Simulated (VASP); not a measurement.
# SiPb: single point with PBEsol

The system is SiPb.

```
Pb Si
1.0
     3.50514    0.00000    0.00000
     0.00000    3.50514    0.00000
     0.00000    0.00000    3.50514
Pb Si
1 1
Direct
  0.00000 0.00000 0.00000
  0.50000 0.50000 0.50000
```

| Property | Result |
| --- | --- |
| Program | VASP 6.6.1 |
| Task | single point |
| Functional | PBEsol |
| Potentials or basis | VASP PAW PBE potentials, release 64 (Pb_d, Si) |
| Cutoff | 500 eV |
| k mesh | 6 × 6 × 6 |
| Occupations | gaussian, width 0.05 eV |
| Spin | no spin polarisation |
| Dipole correction | no |
| Further INCAR settings | ALGO = Normal; EDIFF = 1e-06; NBANDS = 16 |

```yaml
Pressure: 4.5 GPa
Band_gap_on_the_k_mesh: zero (band 9 reaches 10.78 eV, above the bottom of band 10 at 6.70 eV)
```

Levels at points of the mesh, in eV from the Fermi level:
```tsv
k point	band 7	band 8	band 9	band 10	band 11	band 12
(0.00, 0.00, 0.00)	-2.15	-0.23	-0.23	-0.23	4.35	4.35
(0.50, 0.00, 0.00)	-8.73	2.62	2.62	2.62	3.08	3.58
(0.50, 0.50, 0.00)	-6.01	-4.78	-4.78	3.13	6.35	6.53
(0.50, 0.50, 0.50)	-4.94	-1.46	-1.46	-1.46	-1.17	-1.17
```

It took 6.7 s on 1 thread of Intel(R) Xeon(R) 6975P-C (Granite Rapids), on a shared host, peak memory 0.15 GiB.

Caveat: the PAW data sets were made with another functional, which shifts forces and pressure a little; spin-orbit coupling is left out, which moves the levels of the heavy elements.
